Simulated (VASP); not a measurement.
## GaAs: single point with PBE

GaAs:

```
Ga As
1.0
     0.00000    2.86142    2.86142
     2.86142    0.00000    2.86142
     2.86142    2.86142    0.00000
Ga As
1 1
Direct
  0.00000 0.00000 0.00000
  0.25000 0.25000 0.25000
```

This cell differs from its parent crystal: strain +1.0%.

```json
{
 "Program": "VASP 6.6.1",
 "Task": "single point",
 "Functional": "PBE",
 "Potentials or basis": "VASP PAW PBE potentials, release 64 (Ga_d, As_d)",
 "Cutoff": "510 eV",
 "k mesh": "8 × 8 × 8",
 "Occupations": "fermi-dirac, width 0.02 eV",
 "Spin": "no spin polarisation",
 "Dipole correction": "no",
 "Further INCAR settings": "ALGO = Normal; EDIFF = 1e-06; NBANDS = 21"
}
```

```json
{
 "Pressure": "0.7 GPa",
 "Band gap on the k mesh": "0.25 eV"
}
```

Levels at points of the mesh, in eV from the valence-band top:
| k point | band 11 | band 12 | band 13 | band 14 | band 15 | band 16 | band 17 | band 18 |
| --- | --- | --- | --- | --- | --- | --- | --- | --- |
| (0.00, 0.00, 0.00) | -12.47 | 0.00 | 0.00 | 0.00 | 0.25 | 3.73 | 3.73 | 3.73 |
| (0.50, 0.00, 0.00) | -10.82 | -6.44 | -1.09 | -1.09 | 0.90 | 4.63 | 4.63 | 7.72 |
| (0.50, 0.50, 0.00) | -10.13 | -6.64 | -2.55 | -2.55 | 1.54 | 1.68 | 9.89 | 9.89 |

Wall time 24 s on 1 thread of Intel(R) Xeon(R) Platinum 8488C (Sapphire Rapids), with other jobs on the host, peak memory 0.18 GiB.

Caveat: the cell differs from its parent crystal (strain +1.0%); semilocal functionals underestimate gaps, and a narrow one can read as zero.
